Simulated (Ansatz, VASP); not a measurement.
**C: VASP beside Ansatz**

INCAR

```
SYSTEM = C
ALGO = Normal
EDIFF = 1E-6
ENCUT = 520
ISIF = 2
ISMEAR = 0
LASPH = .TRUE.
LCHARG = .FALSE.
LREAL = .FALSE.
LWAVE = .FALSE.
NBANDS = 16
NELM = 100
PREC = Accurate
SIGMA = 0.1
```

The input KPOINTS:

```
k-points
0
G
  14 14 4
  0 0 0
```

The input POSCAR:

```
C
1.0
    1.2159619696     -2.1479622876      0.0091232276
    1.2232502972      2.1521701653     -0.0413730204
   -0.0941886657     -0.0851463517      7.1476530721
C
4
Direct
    0.1034933285      0.9456230676      0.7488005552
    0.5908149738      0.4138432831      0.2394105085
    0.9242568809      0.0859987362      0.2421136921
    0.4285181549      0.5893271320      0.7486182121
```

Input for Ansatz:

```yaml
crystal:
  lattice:
    - [1.2159619696, -2.1479622876, 0.0091232276]
    - [1.2232502972, 2.1521701653, -0.0413730204]
    - [-0.0941886657, -0.0851463517, 7.1476530721]
  atoms:
    - { symbol: C, position: [0.1034933285, 0.9456230676, 0.7488005552] }
    - { symbol: C, position: [0.5908149738, 0.4138432831, 0.2394105085] }
    - { symbol: C, position: [0.9242568809, 0.0859987362, 0.2421136921] }
    - { symbol: C, position: [0.4285181549, 0.589327132, 0.7486182121] }
basis:
  ecutwfc: 420
kpoints:
  mp_grid: { grid: [14, 14, 4] }
hamiltonian:
  xc: lda
scf:
  occupations: { method: gaussian, width: 0.1 }
output:
  forces: true
  stress: true
  eigenvalues: true
```

Change from the starting cell: all atoms moved at random (sigma 0.04 Å), cell strained at random (1 %).

Alike in both runs: task single point; functional LDA; k mesh 14 × 14 × 4; occupations gaussian, width 0.1 eV; no spin polarisation.

```csv
,VASP,Ansatz
version,VASP 6.6.1,Ansatz 0.2.0
potentials or method,"VASP PAW LDA potentials, release 64 (C), cutoff 520 eV","scalar-relativistic, plane waves, PAW"
valence electrons in the cell,16,16
```

```tsv
	VASP	Ansatz	Ansatz less VASP
gap on the k mesh at the Fermi level (eV)	0.48	0.48	0.000
least direct gap on the mesh (eV)	0.48	0.48	0.000
pressure (GPa)	-4.0	-4.7	-0.72
traceless stress, the component that is largest in VASP (GPa)	-9.87	-10.28	-0.413
rms of the force components (eV/Å)	1.230	1.232	+0.0025
```

LDA's correlation is that of Perdew and Zunger in VASP and of Perdew and Wang (1992) in Ansatz. Atom by atom the forces differ by 0.003 eV/Å (rms over components).
